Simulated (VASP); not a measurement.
# AlNi3 (Immm) in VASP: single point with r2SCAN

Aim: the single point of AlNi3 with r2SCAN.

Program: VASP 6.6.1. These are calculated values, not measurements. Logs are shortened: lines on timing, memory, paths and dates and some standing lists are left out, and cuts for length are marked.

## Step 1: The cell of the first run

The structure is orthorhombic, space group Immm (No. 71). The conventional cell has a = 3.883 Å, b = 4.042 Å, c = 5.604 Å, α = 90.00°, β = 90.00°, γ = 90.00°. Al (site symmetry mmm) has 14 Ni at 2.39 to 2.80 Å within 3.2 Å. Ni (site symmetry mm2) has 4 Al at 2.39 to 2.46 Å and 10 Ni at 2.39 to 2.80 Å within 3.2 Å. Within 3.2 Å of Ni (site symmetry mmm) lie 8 Ni at 2.39 to 2.46 Å and 6 Al at 2.80 Å.

## Step 2: Single point, r2SCAN (strain -0.0400 x Voigt [0, 0, 0, 1, 0, 0])

POSCAR reads:

```
AlNi3
1.0
    0.0000000000      2.7458509800      2.7458509800
    2.8018887551     -0.0560377751      2.8018887551
    2.8018887551      2.8018887551     -0.0560377751
Al Ni
1 3
Direct
    0.5000000000      0.5000000000      0.5000000000
    0.2500000000      0.2500000000      0.2500000000
    0.0000000000      0.0000000000      0.0000000000
    0.7500000000      0.7500000000      0.7500000000
```

INCAR.step1 reads:

```
SYSTEM = AlNi3
PREC = Accurate ; ENCUT = 520
ISMEAR = 0 ; SIGMA = 0.15
LREAL = .False. ; LASPH = .True.
NELM = 100 ; NBANDS = 24
GGA = PE ; ALGO = Normal
EDIFF = 1E-4 ; LWAVE = .True.
LCHARG = .False.
```

INCAR.step2 reads:

```
SYSTEM = AlNi3
PREC = Accurate ; ENCUT = 520
EDIFF = 1E-6 ; ISMEAR = 0
SIGMA = 0.15 ; LREAL = .False.
LASPH = .True. ; NELM = 100
ALGO = Normal ; ISIF = 2
LWAVE = .False. ; LCHARG = .True.
METAGGA = R2SCAN ; LMIXTAU = .True.
LELF = .True. ; LVHAR = .True.
NBANDS = 24 ; ISTART = 1
```

KPOINTS reads:

```
regular mesh
0
Gamma
  14 14 14
  0 0 0
```

Potentials or basis: VASP PAW PBE potentials, release 64 (Al, Ni).

On the command line:

```sh
$ cat potpaw_PBE.64/Al/POTCAR potpaw_PBE.64/Ni/POTCAR > POTCAR
$ cp INCAR.step1 INCAR
$ mpirun -np 1 vasp_std > vasp.out
$ cp INCAR.step2 INCAR
$ mpirun -np 1 vasp_std > vasp.out
```

OUTCAR:

```text
SYSTEM = AlNi3
   PREC = Accurate
   ENCUT = 520
   EDIFF = 1E-6
   ISMEAR = 0
   LREAL = .False.
   LASPH = .True.
   NELM = 100
   ISIF = 2
   METAGGA = R2SCAN
   ISTART = 1

 ion  position               nearest neighbor table
   1  0.500  0.500  0.500-   2 2.39   2 2.39   4 2.39   4 2.39   2 2.46   4 2.46   4 2.46   2 2.46
                             3 2.80   3 2.80   3 2.80   3 2.80   3 2.80   3 2.80
   2  0.250  0.250  0.250-   3 2.39   1 2.39   3 2.39   1 2.39   3 2.46   1 2.46   1 2.46   3 2.46
                             4 2.80   4 2.80   4 2.80   4 2.80   4 2.80   4 2.80
   3  0.000  0.000  0.000-   4 2.39   2 2.39   4 2.39   2 2.39   4 2.46   2 2.46   2 2.46   4 2.46
                             1 2.80   1 2.80   1 2.80   1 2.80   1 2.80   1 2.80
   4  0.750  0.750  0.750-   1 2.39   1 2.39   3 2.39   3 2.39   1 2.46   3 2.46   3 2.46   1 2.46
                             2 2.80   2 2.80   2 2.80   2 2.80   2 2.80   2 2.80

  LATTYP: Found a body centered orthorhombic cell.
 ALAT       =     3.8832196962
 B/A-ratio  =     1.0408163265
 C/A-ratio  =     1.4430750636

  Lattice vectors:

 A1 = (  -2.8018887551,   0.0560377751,  -2.8018887551)
 A2 = (  -2.8018887551,  -0.0560377751,   2.8018887551)
 A3 = (   2.8018887551,   2.8018887551,  -0.0560377751)

Analysis of symmetry for initial positions (statically):
=====================================================================
 Subroutine PRICEL returns:
 Original cell was already a primitive cell.

 Routine SETGRP: Setting up the symmetry group for a
 body centered orthorhombic supercell.

 Subroutine GETGRP returns: Found  8 space group operations
 (whereof  8 operations were pure point group operations)
 out of a pool of  8 trial point group operations.

The static configuration has the point symmetry D_2h.

Analysis of symmetry for dynamics (positions and initial velocities):
=====================================================================
 Subroutine PRICEL returns:
 Original cell was already a primitive cell.

 Routine SETGRP: Setting up the symmetry group for a
 body centered orthorhombic supercell.

 Subroutine GETGRP returns: Found  8 space group operations
 (whereof  8 operations were pure point group operations)
 out of a pool of  8 trial point group operations.

The dynamic configuration has the point symmetry D_2h.

 Subroutine INISYM returns: Found  8 space group operations
 (whereof  8 operations are pure point group operations),
 and found     1 'primitive' translations

----------------------------------------------------------------------------------------

                                     Primitive cell

  volume of cell :      43.9753

  direct lattice vectors                    reciprocal lattice vectors
     0.000000000  2.745850980  2.745850980    -0.178451053  0.182092912  0.182092912
     2.801888755 -0.056037775  2.801888755     0.178451053 -0.174952013  0.174952013
     2.801888755  2.801888755 -0.056037775     0.178451053  0.174952013 -0.174952013

  length of vectors
     3.883219696  3.962865305  3.962865305     0.313305658  0.305059326  0.305059326

  position of ions in fractional coordinates (direct lattice)
     0.500000000  0.500000000  0.500000000
     0.250000000  0.250000000  0.250000000
     0.000000000  0.000000000  0.000000000
     0.750000000  0.750000000  0.750000000

  ion indices of the primitive-cell ions
   primitive index   ion index
                 1           1
                 2           2
                 3           3
                 4           4

----------------------------------------------------------------------------------------

 KPOINTS: regular mesh

Automatic generation of k-mesh.
 Grid dimensions read from file:
 generate k-points for:   14   14   14

 Generating k-lattice:

  Cartesian coordinates                     Fractional coordinates (reciprocal lattice)
    -0.012746504  0.013006637  0.013006637     0.071428571  0.000000000  0.000000000
     0.012746504 -0.012496572  0.012496572     0.000000000  0.071428571 -0.000000000
     0.012746504  0.012496572 -0.012496572     0.000000000 -0.000000000  0.071428571

  Length of vectors
     0.022378976  0.021789952  0.021789952

  Shift w.r.t. Gamma in fractional coordinates (k-lattice)
     0.000000000  0.000000000  0.000000000

 Subroutine IBZKPT returns following result:
 ===========================================

 Found    428 irreducible k-points:

 Following reciprocal coordinates:
            Coordinates               Weight
  0.000000  0.000000  0.000000      1.000000
  0.071429  0.000000  0.000000      4.000000
  0.142857  0.000000  0.000000      4.000000
  0.214286  0.000000  0.000000      4.000000
  0.285714  0.000000  0.000000      4.000000
  0.357143  0.000000  0.000000      4.000000
[... 16 lines left out ...]
  0.000000  0.142857 -0.000000      4.000000
  0.071429  0.142857  0.000000      8.000000
 [... further k-points ...]
   k-points           NKPTS =    428   k-points in BZ     NKDIM =    428   number of bands    NBANDS=     24
   number of dos      NEDOS =    301   number of ions     NIONS =      4
   total plane-waves  NPLWV =  27000
   dimension x,y,z NGX =    30 NGY =   30 NGZ =   30
   dimension x,y,z NGXF=    60 NGYF=   60 NGZF=   60
   ions per type =               1   3
   NGX,Y,Z   is equivalent  to a cutoff of  12.84, 12.59, 12.59 a.u.
   NGXF,Y,Z  is equivalent  to a cutoff of  25.69, 25.17, 25.17 a.u.
 SYSTEM =  AlNi3
   PREC   = accura    normal or accurate (medium, high low for compatibility)
   ISTART =      1    job   : 0-new  1-cont  2-samecut
   ICHARG =      0    charge: 1-file 2-atom 10-const
   ISPIN  =      1    spin polarized calculation?
   LNONCOLLINEAR =      F non collinear calculations
   LSORBIT =      F    spin-orbit coupling
   LASPH  =      T    aspherical Exc in radial PAW
   ENCUT  =  520.0 eV  38.22 Ry    6.18 a.u.   7.22  7.37  7.37*2*pi/ulx,y,z
   NELM   =    100;   NELMIN=  2; NELMDL=  0     # of ELM steps
   EDIFF  = 0.1E-05   stopping-criterion for ELM
   LREAL  =      F    real-space projection
   EDIFFG = 0.1E-04   stopping-criterion for IOM
   NSW    =      0    number of steps for IOM
   IBRION =     -1    ionic relax: 0-MD 1-quasi-New 2-CG
   NFREE  =      0    steps in history (QN), initial steepest desc. (CG)
   ISIF   =      2    stress and relaxation
   ISYM   =      2    0-nonsym 1-usesym 2-fastsym
   POTIM  = 0.5000    time-step for ionic-motion
   TEBEG  =    0.0;   TEEND  =   0.0 temperature during run
   PSTRESS=    0.0 pullay stress
   NELECT =      33.0000    total number of electrons
   NUPDOWN=      -1.0000    fix difference up-down
   EMIN   =  10.00;   EMAX   =-10.00  energy-range for DOS
   EFERMI =   0.00;   METHOD = LEGACY
   ISMEAR =     0;   SIGMA  =   0.15  broadening in eV -4-tet -1-fermi 0-gaus
   EFERMI_NEDOS =   21; number of points for ismear=-14 and -15
   IALGO  =     38    algorithm
   IMIX   =      4    mixing-type and parameters
     AMIX     =   0.40;   BMIX     =  1.00
     AMIX_MAG =   1.60;   BMIX_MAG =  1.00
  volume/ion in A,a.u.               =      10.99        74.19
  Fermi-wavevector in a.u.,A,eV,Ry     =   1.487681  2.811310 30.112346  2.213195
  Thomas-Fermi vector in A             =   2.600811
   LORBIT       =      0    0 simple, 1 ext, 2 COOP (PROOUT), +10 PAW based schemes
   METAGGA = R2SCAN    functional components
   LHFCALC =     F    Hartree Fock is set to
   AEXX    =    0.0000 exact exchange contribution
   IVDW    =     0    specifies the selected vdW correction
   LEPSILON=     F    determine dielectric tensor
   LRPA    =     F    only Hartree local field effects (RPA)
 non-spin polarized calculation
 Gauss-broadening in eV      SIGMA  =   0.15
  energy-cutoff  :      520.00
  volume of cell :       43.98
 maximum number of plane-waves:      1211
 NGX is ok and might be reduce to    30
   NGX = 15   NGY = 15   NGZ = 15

 number of electron      32.9999998 magnetization

 Free energy of the ion-electron system (eV)
  ---------------------------------------------------
  ext. energy  EPLUGINS =         0.00000000
  ---------------------------------------------------
  free energy    TOTEN  =       -44.02023392 eV

  energy without entropy =      -43.99073179  energy(sigma->0) =      -44.00548285

 E-fermi :   9.7753     XC(G=0): -13.8813

 val. band max:        9.7734389802   @ k =   0.2143   0.5000   0.0714
 cond. band min:       9.7761416848   @ k =  -0.1429   0.5000   0.3571
 fundamental gap:      0.0027027047
 Fermi energy:         9.7752991684

 k-point     1 :       0.0000    0.0000    0.0000
  band No.  band energies     occupation
      1      -0.8900      2.00000
      2       6.0121      2.00000
      3       6.0259      2.00000
      4       6.0880      2.00000
      5       6.1355      2.00000
      6       6.1886      2.00000
[... 16 lines left out ...]
     23      17.8945      0.00000
     24      18.9513      0.00000

 k-point     2 :       0.0714    0.0000    0.0000
  band No.  band energies     occupation
      1      -0.8081      2.00000
      2       5.9565      2.00000
      3       5.9732      2.00000
      4       6.1257      2.00000
      5       6.1986      2.00000
      6       6.2416      2.00000
[... 16 lines left out ...]
     23      18.1413      0.00000
     24      18.6962      0.00000

 k-point     3 :       0.1429    0.0000    0.0000
  band No.  band energies     occupation
      1      -0.5641      2.00000
      2       5.9059      2.00000
      3       5.9422      2.00000
      4       6.0074      2.00000
      5       6.3677      2.00000
      6       6.4009      2.00000
[... 16 lines left out ...]
     23      18.2863      0.00000
     24      18.2897      0.00000
[... 514 lines left out ...]
 k-point    23 :       0.0000    0.1429   -0.0000
  band No.  band energies     occupation
      1      -0.5820      2.00000
      2       5.9128      2.00000
      3       5.9338      2.00000
      4       5.9720      2.00000
      5       6.3654      2.00000
      6       6.4098      2.00000
[... 16 lines left out ...]
     23      18.3016      0.00000
     24      18.5955      0.00000

 k-point    24 :       0.0714    0.1429    0.0000
  band No.  band energies     occupation
      1      -0.6059      2.00000
      2       5.7592      2.00000
      3       6.0506      2.00000
      4       6.1184      2.00000
      5       6.2873      2.00000
      6       6.3832      2.00000
[... 16 lines left out ...]
     23      17.2654      0.00000
     24      18.9672      0.00000

 [... further k-points ...]

------------------------ aborting loop because EDIFF is reached ----------------------------------------

  FORCE on cell =-STRESS in cart. coord.  units (eV):
  Direction    XX          YY          ZZ          XY          YZ          ZX
  --------------------------------------------------------------------------------------
  -------------------------------------------------------------------------------------
  Total        0.1871984      0.1213088      0.1213088      0.0000000      1.6961350      0.0000000
  in kB        6.8203045      4.4197116      4.4197116      0.0000000     61.7962446      0.0000000
  external PRESSURE =       5.2199093 kB  Pullay stress =       0.0000000 kB

 VOLUME and BASIS-vectors are now :
 -----------------------------------------------------------------------------
  energy-cutoff  :      520.00
  volume of cell :       43.98
      direct lattice vectors                 reciprocal lattice vectors
     0.000000000  2.745850980  2.745850980    -0.178451053  0.182092912  0.182092912
     2.801888755 -0.056037775  2.801888755     0.178451053 -0.174952013  0.174952013
     2.801888755  2.801888755 -0.056037775     0.178451053  0.174952013 -0.174952013

 POSITION                                       TOTAL-FORCE (eV/Angst)
 -----------------------------------------------------------------------------------
      2.80189      2.74585      2.74585         0.000000     -0.000000     -0.000000
      1.40094      1.37293      1.37293         0.044692     -0.000000     -0.000000
      0.00000      0.00000      0.00000         0.000000      0.000000     -0.000000
      4.20283      4.11878      4.11878        -0.044692      0.000000      0.000000
 -----------------------------------------------------------------------------------
    total drift:                                0.000000     -0.000000      0.000000

  FREE ENERGIE OF THE ION-ELECTRON SYSTEM (eV)
  ---------------------------------------------------
  free  energy   TOTEN  =       -44.0202339170 eV

  energy  without entropy=      -43.9907317909  energy(sigma->0) =      -44.00548285
```

It took 51 min on 1 thread of Intel Xeon Platinum 8175M at 2.50GHz (Skylake/Cascade Lake), shared host; peak memory 0.48 GiB.

What came out:

```yaml
Free_energy: -44.0202 eV
Pressure: 0.5 GPa
Largest_force: 0.045 eV/Å
Band_gap_on_the_k_mesh: zero (an odd number of electrons rules out a gap without spin polarisation)
```

Forces in eV/Å, atoms in the order of the input:
```
Al   0.000  0.000  0.000
Ni   0.045  0.000  0.000
Ni   0.000  0.000  0.000
Ni  -0.045  0.000  0.000
```

Stress tensor (GPa, compression positive):
```
0.68 0.00 0.00
0.00 0.44 6.18
0.00 6.18 0.44
```

Levels at points of the mesh, in eV from the Fermi level:
```
           k point  band 14  band 15  band 16  band 17  band 18  band 19
(0.00, 0.00, 0.00)    -0.58    -0.58    -0.58     5.37     5.59     5.95
(0.50, 0.00, 0.00)    -0.69    -0.51    -0.47    -0.15     4.35     4.40
(0.00, 0.50, 0.00)    -0.63    -0.54    -0.50    -0.15     4.56     4.68
(0.50, 0.50, 0.00)    -0.74    -0.61    -0.47    -0.36    -0.35    -0.02
(0.00, 0.50, 0.50)    -0.75    -0.61    -0.43    -0.38    -0.34    -0.03
```

Caveat: the cell differs from its parent crystal (strain -0.0400 x Voigt [0, 0, 0, 1, 0, 0]); the PAW data sets were made with another functional, which shifts forces and pressure a little. Spin polarisation is off, so any magnetic state and its effect on volume and gap are missing.
